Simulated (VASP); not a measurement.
The system is InSe2.

```
In Se
1.0
     3.89489    0.00000    0.00000
     0.00000    3.89489    0.00000
     0.00000    0.00000    9.62623
In Se
2 4
Direct
  0.00000 0.50000 0.70647
  0.50000 0.00000 0.29353
  0.00000 0.50000 0.36621
  0.50000 0.00000 0.63379
  0.00000 0.00000 0.00000
  0.50000 0.50000 0.00000
```

Base run:

| Property | Result |
| --- | --- |
| Program | VASP 6.6.1 |
| Functional | PBEsol |
| Potentials or basis | VASP PAW PBE potentials, release 64 (In_d, Se) |
| Cutoff | 520 eV |
| k mesh | 10 × 10 × 4 |
| Occupations | fermi-dirac, width 0.05 eV |
| Spin | no spin polarisation |

Its results: band gap on the k mesh zero (band 25 reaches 5.60 eV, above the bottom of band 26 at 3.51 eV); pressure -3.3 GPa; largest force 0.102 eV/Å.

After a change of settings the same cell gave: band gap on the k mesh zero (band 25 reaches 5.76 eV, above the bottom of band 26 at 3.65 eV); pressure -0.1 GPa; largest force 0.055 eV/Å. Which change was it?
A. occupations from fermi-dirac, width 0.05 eV to gaussian, width 0.1 eV
B. occupations from fermi-dirac, width 0.05 eV to fermi-dirac, width 0.2 eV; further incar settings from ALGO = Normal; EDIFF = 1e-06; NBANDS = 34 to ALGO = Normal; EDIFF = 1e-07; NBANDS = 34
C. k mesh from 10 × 10 × 4 to 6 × 6 × 2; occupations from fermi-dirac, width 0.05 eV to gaussian, width 0.1 eV
D. functional from PBEsol to PBE; occupations from fermi-dirac, width 0.05 eV to gaussian, width 0.1 eV

D.

Caveats: spin-orbit coupling is left out, which moves the levels of the heavy elements; the PAW data sets were made with another functional, which shifts forces and pressure a little (some runs).
